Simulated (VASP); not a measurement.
# Sc2BP3 (P-6m2) in VASP: further runs

Runs on Sc2BP3. Level: PBE. Tasks: single point.

All numbers are computed with VASP 6.6.1; they aren't measurements. Logs are shortened: lines on timing, memory, paths and dates and some standing lists are left out, and cuts for length are marked.

**1. The cell of the first run**

It takes space group P-6m2 (No. 187, hexagonal). The conventional cell has a = 4.264 Å, b = 4.264 Å, c = 8.872 Å, α = 90.00°, β = 90.00°, γ = 120.00°. Within 3.3 Å of Sc (site symmetry -6m2) lie 3 B at 2.46 Å and 6 P at 3.02 Å. Sc (site symmetry -6m2) has 5 P at 2.46 to 2.69 Å within 3.3 Å. B (site symmetry -6m2) has 2 P at 1.75 Å within 2.3 Å. Within 2.3 Å of P (site symmetry 3m) lie 1 B at 1.75 Å. Within 3.3 Å of P (site symmetry -6m2) lie 3 Sc at 2.46 Å.

The cell was generated, and may not be a known phase.

**2. Single point, PBE**

File INCAR:

```
SYSTEM = Sc2BP3
PREC = Accurate ; ENCUT = 520
EDIFF = 1E-6 ; ISMEAR = 0
SIGMA = 0.1 ; LREAL = .FALSE.
LASPH = .TRUE. ; NELM = 100
ALGO = Normal ; ISIF = 2
LWAVE = .FALSE. ; LCHARG = .TRUE.
GGA = PE ; LELF = .TRUE.
LVHAR = .TRUE. ; NBANDS = 29
```

File KPOINTS:

```
Automatic mesh
0
G
  12 12 4
  0 0 0
```

File POSCAR:

```
Sc2BP3
1.0
    4.2638929234      0.0000000000      0.0000000000
   -2.1319464617      3.6926395907      0.0000000000
    0.0000000000      0.0000000000      8.8717354369
Sc B P
2 1 3
Direct
    0.6666666667      0.3333333333      0.5000000000
    0.3333333333      0.6666666667      0.0000000000
    0.3333333333      0.6666666667      0.5000000000
    0.3333333333      0.6666666667      0.3030619147
    0.3333333333      0.6666666667      0.6969380853
    0.6666666667      0.3333333333      0.0000000000
```

Potentials or basis: VASP PAW PBE potentials, release 64 (Sc_sv, B, P).

The run is started by

```sh
$ cat potpaw_PBE.64/Sc_sv/POTCAR potpaw_PBE.64/B/POTCAR potpaw_PBE.64/P/POTCAR > POTCAR
$ mpirun -np 1 vasp_std > vasp.out
```

OUTCAR:

```text
SYSTEM = Sc2BP3
   PREC = Accurate
   ENCUT = 520
   EDIFF = 1E-6
   ISMEAR = 0
   LREAL = .FALSE.
   LASPH = .TRUE.
   NELM = 100
   ISIF = 2
   GGA = PE

 ion  position               nearest neighbor table
   1  0.667  0.333  0.500-   3 2.46   3 2.46   3 2.46   4 3.02   5 3.02   4 3.02   5 3.02   5 3.02
                             4 3.02
   2  0.333  0.667  0.000-   6 2.46   6 2.46   6 2.46   4 2.69   5 2.69
   3  0.333  0.667  0.500-   4 1.75   5 1.75   1 2.46   1 2.46   1 2.46
   4  0.333  0.667  0.303-   3 1.75   2 2.69   1 3.02   1 3.02   1 3.02
   5  0.333  0.667  0.697-   3 1.75   2 2.69   1 3.02   1 3.02   1 3.02
   6  0.667  0.333  0.000-   2 2.46   2 2.46   2 2.46

  LATTYP: Found a hexagonal cell.
 ALAT       =     4.2638929234
 C/A-ratio  =     2.0806656256

  Lattice vectors:

 A1 = (   4.2638929234,   0.0000000000,   0.0000000000)
 A2 = (  -2.1319464617,   3.6926395907,   0.0000000000)
 A3 = (   0.0000000000,   0.0000000000,   8.8717354369)

Analysis of symmetry for initial positions (statically):
=====================================================================
 Subroutine PRICEL returns:
 Original cell was already a primitive cell.

 Routine SETGRP: Setting up the symmetry group for a
 hexagonal supercell.

 Subroutine GETGRP returns: Found 12 space group operations
 (whereof 12 operations were pure point group operations)
 out of a pool of 24 trial point group operations.

The static configuration has the point symmetry D_3h.

Analysis of symmetry for dynamics (positions and initial velocities):
=====================================================================
 Subroutine PRICEL returns:
 Original cell was already a primitive cell.

 Routine SETGRP: Setting up the symmetry group for a
 hexagonal supercell.

 Subroutine GETGRP returns: Found 12 space group operations
 (whereof 12 operations were pure point group operations)
 out of a pool of 24 trial point group operations.

The dynamic configuration has the point symmetry D_3h.

 Subroutine INISYM returns: Found 12 space group operations
 (whereof 12 operations are pure point group operations),
 and found     1 'primitive' translations

----------------------------------------------------------------------------------------

                                     Primitive cell

  volume of cell :     139.6857

  direct lattice vectors                    reciprocal lattice vectors
     4.263892923  0.000000000  0.000000000     0.234527465  0.135404495  0.000000000
    -2.131946462  3.692639591  0.000000000     0.000000000  0.270808991  0.000000000
     0.000000000  0.000000000  8.871735437     0.000000000  0.000000000  0.112717518

  length of vectors
     4.263892923  4.263892923  8.871735437     0.270808991  0.270808991  0.112717518

  position of ions in fractional coordinates (direct lattice)
     0.666666667  0.333333333  0.500000000
     0.333333333  0.666666667  0.000000000
     0.333333333  0.666666667  0.500000000
     0.333333333  0.666666667  0.303061915
     0.333333333  0.666666667  0.696938085
     0.666666667  0.333333333  0.000000000

  ion indices of the primitive-cell ions
   primitive index   ion index
                 1           1
                 2           2
                 3           3
                 4           4
                 5           5
                 6           6

----------------------------------------------------------------------------------------

 KPOINTS: Automatic mesh

Automatic generation of k-mesh.
 Grid dimensions read from file:
 generate k-points for:   12   12    4

 Generating k-lattice:

  Cartesian coordinates                     Fractional coordinates (reciprocal lattice)
     0.019543955  0.011283708  0.000000000     0.083333333  0.000000000  0.000000000
     0.000000000  0.022567416  0.000000000     0.000000000  0.083333333  0.000000000
     0.000000000  0.000000000  0.028179380     0.000000000  0.000000000  0.250000000

  Length of vectors
     0.022567416  0.022567416  0.028179380

  Shift w.r.t. Gamma in fractional coordinates (k-lattice)
     0.000000000  0.000000000  0.000000000

 Subroutine IBZKPT returns following result:
 ===========================================

 Found     57 irreducible k-points:

 Following reciprocal coordinates:
            Coordinates               Weight
  0.000000  0.000000  0.000000      1.000000
  0.083333  0.000000  0.000000      6.000000
  0.166667  0.000000  0.000000      6.000000
  0.250000  0.000000  0.000000      6.000000
  0.333333  0.000000  0.000000      6.000000
  0.416667  0.000000  0.000000      6.000000
[... 16 lines left out ...]
  0.250000  0.000000  0.250000     12.000000
  0.333333  0.000000  0.250000     12.000000
 [... further k-points ...]
   k-points           NKPTS =     57   k-points in BZ     NKDIM =     57   number of bands    NBANDS=     29
   number of dos      NEDOS =    301   number of ions     NIONS =      6
   total plane-waves  NPLWV =  71680
   dimension x,y,z NGX =    32 NGY =   32 NGZ =   70
   dimension x,y,z NGXF=    64 NGYF=   64 NGZF=  140
   ions per type =               2   1   3
   NGX,Y,Z   is equivalent  to a cutoff of  12.48, 12.48, 13.12 a.u.
   NGXF,Y,Z  is equivalent  to a cutoff of  24.95, 24.95, 26.23 a.u.
 SYSTEM =  Sc2BP3
   PREC   = accura    normal or accurate (medium, high low for compatibility)
   ISTART =      0    job   : 0-new  1-cont  2-samecut
   ICHARG =      2    charge: 1-file 2-atom 10-const
   ISPIN  =      1    spin polarized calculation?
   LNONCOLLINEAR =      F non collinear calculations
   LSORBIT =      F    spin-orbit coupling
   LASPH  =      T    aspherical Exc in radial PAW
   ENCUT  =  520.0 eV  38.22 Ry    6.18 a.u.   7.93  7.93 16.50*2*pi/ulx,y,z
   NELM   =    100;   NELMIN=  2; NELMDL= -5     # of ELM steps
   EDIFF  = 0.1E-05   stopping-criterion for ELM
   LREAL  =      F    real-space projection
   EDIFFG = 0.1E-04   stopping-criterion for IOM
   NSW    =      0    number of steps for IOM
   IBRION =     -1    ionic relax: 0-MD 1-quasi-New 2-CG
   NFREE  =      0    steps in history (QN), initial steepest desc. (CG)
   ISIF   =      2    stress and relaxation
   ISYM   =      2    0-nonsym 1-usesym 2-fastsym
   POTIM  = 0.5000    time-step for ionic-motion
   TEBEG  =    0.0;   TEEND  =   0.0 temperature during run
   PSTRESS=    0.0 pullay stress
   NELECT =      40.0000    total number of electrons
   NUPDOWN=      -1.0000    fix difference up-down
   EMIN   =  10.00;   EMAX   =-10.00  energy-range for DOS
   EFERMI =   0.00;   METHOD = LEGACY
   ISMEAR =     0;   SIGMA  =   0.10  broadening in eV -4-tet -1-fermi 0-gaus
   EFERMI_NEDOS =   21; number of points for ismear=-14 and -15
   IALGO  =     38    algorithm
   IMIX   =      4    mixing-type and parameters
     AMIX     =   0.40;   BMIX     =  1.00
     AMIX_MAG =   1.60;   BMIX_MAG =  1.00
  volume/ion in A,a.u.               =      23.28       157.11
  Fermi-wavevector in a.u.,A,eV,Ry     =   1.079057  2.039121 15.842123  1.164363
  Thomas-Fermi vector in A             =   2.215012
   LORBIT       =      0    0 simple, 1 ext, 2 COOP (PROOUT), +10 PAW based schemes
   GGA     = PE    functional components
   LHFCALC =     F    Hartree Fock is set to
   AEXX    =    0.0000 exact exchange contribution
   IVDW    =     0    specifies the selected vdW correction
   LEPSILON=     F    determine dielectric tensor
   LRPA    =     F    only Hartree local field effects (RPA)
 non-spin polarized calculation
 Gauss-broadening in eV      SIGMA  =   0.10
  energy-cutoff  :      520.00
  volume of cell :      139.69
 maximum number of plane-waves:      3789
 NGX is ok and might be reduce to    32
   NGX = 15   NGY = 15   NGZ = 33

 number of electron      40.0000005 magnetization

 Free energy of the ion-electron system (eV)
  ---------------------------------------------------
  ext. energy  EPLUGINS =         0.00000000
  ---------------------------------------------------
  free energy    TOTEN  =       -37.25462839 eV

  energy without entropy =      -37.24032107  energy(sigma->0) =      -37.24747473

 E-fermi :   3.1538     XC(G=0):  -8.8361

 val. band max:        3.1468245688   @ k =   0.4167   0.0000   0.0000
 cond. band min:       3.1549462846   @ k =   0.3333   0.1667   0.0000
 fundamental gap:      0.0081217158
 Fermi energy:         3.1537815901

 k-point     1 :       0.0000    0.0000    0.0000
  band No.  band energies     occupation
      1     -47.4542      2.00000
      2     -45.9601      2.00000
      3     -26.0904      2.00000
      4     -26.0904      2.00000
      5     -25.9866      2.00000
      6     -24.7518      2.00000
[... 21 lines left out ...]
     28       5.9051      0.00000
     29       6.2336      0.00000

 k-point     2 :       0.0833    0.0000    0.0000
  band No.  band energies     occupation
      1     -47.4541      2.00000
      2     -45.9600      2.00000
      3     -26.0921      2.00000
      4     -26.0908      2.00000
      5     -25.9863      2.00000
      6     -24.7517      2.00000
[... 21 lines left out ...]
     28       5.9243      0.00000
     29       6.2521      0.00000

 k-point     3 :       0.1667    0.0000    0.0000
  band No.  band energies     occupation
      1     -47.4539      2.00000
      2     -45.9598      2.00000
      3     -26.0967      2.00000
      4     -26.0920      2.00000
      5     -25.9857      2.00000
      6     -24.7512      2.00000
[... 21 lines left out ...]
     28       5.9856      0.00000
     29       6.2569      0.00000

 k-point     4 :       0.2500    0.0000    0.0000
  band No.  band energies     occupation
      1     -47.4536      2.00000
      2     -45.9594      2.00000
      3     -26.1029      2.00000
      4     -26.0936      2.00000
      5     -25.9848      2.00000
      6     -24.7505      2.00000
[... 597 lines left out ...]
     28       6.1400      0.00000
     29       6.3172      0.00000

 k-point    23 :       0.2500    0.0000    0.2500
  band No.  band energies     occupation
      1     -47.4536      2.00000
      2     -45.9594      2.00000
      3     -26.1029      2.00000
      4     -26.0936      2.00000
      5     -25.9848      2.00000
      6     -24.7505      2.00000
[... 21 lines left out ...]
     28       6.0305      0.00000
     29       6.7148      0.00000

 k-point    24 :       0.3333    0.0000    0.2500
  band No.  band energies     occupation
      1     -47.4533      2.00000
      2     -45.9590      2.00000
      3     -26.1092      2.00000
      4     -26.0952      2.00000
      5     -25.9839      2.00000
      6     -24.7499      2.00000
[... 21 lines left out ...]
     28       5.9111      0.00000
     29       6.4183      0.00000

 [... further k-points ...]
[... 5 lines left out ...]
  --------------------------------------------------------------------------------------
  -------------------------------------------------------------------------------------
  Total        0.0638331      0.0638331     -0.1120341      0.0000000      0.0000000      0.0000000
  in kB        0.7321575      0.7321575     -1.2850172      0.0000000      0.0000000      0.0000000
  external PRESSURE =       0.0597659 kB  Pullay stress =       0.0000000 kB

 VOLUME and BASIS-vectors are now :
 -----------------------------------------------------------------------------
  energy-cutoff  :      520.00
  volume of cell :      139.69
      direct lattice vectors                 reciprocal lattice vectors
     4.263892923  0.000000000  0.000000000     0.234527465  0.135404495  0.000000000
    -2.131946462  3.692639591  0.000000000     0.000000000  0.270808991  0.000000000
     0.000000000  0.000000000  8.871735437     0.000000000  0.000000000  0.112717518

 POSITION                                       TOTAL-FORCE (eV/Angst)
 -----------------------------------------------------------------------------------
      2.13195      1.23088      4.43587        -0.000000     -0.000000      0.000000
     -0.00000      2.46176      0.00000        -0.000000     -0.000000      0.000000
     -0.00000      2.46176      4.43587         0.000000     -0.000000      0.000000
     -0.00000      2.46176      2.68869         0.000000      0.000000      0.043392
     -0.00000      2.46176      6.18305         0.000000     -0.000000     -0.043392
      2.13195      1.23088      0.00000         0.000000      0.000000      0.000000
 -----------------------------------------------------------------------------------
    total drift:                                0.000000     -0.000000      0.000000

  FREE ENERGIE OF THE ION-ELECTRON SYSTEM (eV)
  ---------------------------------------------------
  free  energy   TOTEN  =       -37.2546283877 eV

  energy  without entropy=      -37.2403210709  energy(sigma->0) =      -37.24747473
```

Run time: 6.2 min. Hardware: 1 thread of Oxide Virtual Turin-like, shared host; peak memory 0.35 GiB.

What came out:

```
Free energy            : -37.2546 eV
Pressure               : 0.0 GPa
Largest force          : 0.043 eV/Å
Band gap on the k mesh : zero (bands 20 and 21 overlap by 0.27 eV)
```

Forces on the atoms (eV/Å):
```
Sc   0.000  0.000  0.000
Sc   0.000  0.000  0.000
B    0.000  0.000  0.000
P    0.000  0.000  0.043
P    0.000  0.000 -0.043
P    0.000  0.000  0.000
```

Stress tensor (GPa, compression positive):
```
 0.07  0.00  0.00
 0.00  0.07  0.00
 0.00  0.00 -0.13
```

Levels at points of the mesh, in eV from the Fermi level:
| k point | band 16 | band 17 | band 18 | band 19 | band 20 | band 21 | band 22 | band 23 | band 24 | band 25 |
| --- | --- | --- | --- | --- | --- | --- | --- | --- | --- | --- |
| (0.00, 0.00, 0.00) | -1.69 | -1.69 | -1.03 | -1.03 | 0.25 | 0.67 | 1.50 | 1.50 | 1.60 | 1.60 |
| (0.50, 0.00, 0.00) | -3.00 | -2.29 | -1.70 | -0.85 | -0.38 | -0.01 | 0.84 | 1.29 | 1.60 | 1.83 |
| (0.00, 0.00, 0.50) | -1.73 | -1.73 | -0.87 | -0.87 | -0.28 | 1.04 | 1.04 | 1.15 | 1.75 | 1.75 |
| (0.50, 0.00, 0.50) | -2.73 | -1.78 | -1.77 | -1.60 | -0.61 | 0.63 | 0.85 | 0.94 | 1.69 | 1.92 |

Caveat: semilocal functionals underestimate gaps, and a narrow one can read as zero.

(Part 1 of 2 ends here.)

The gap in the log of VASP goes by the Fermi energy; the results here count the filled bands.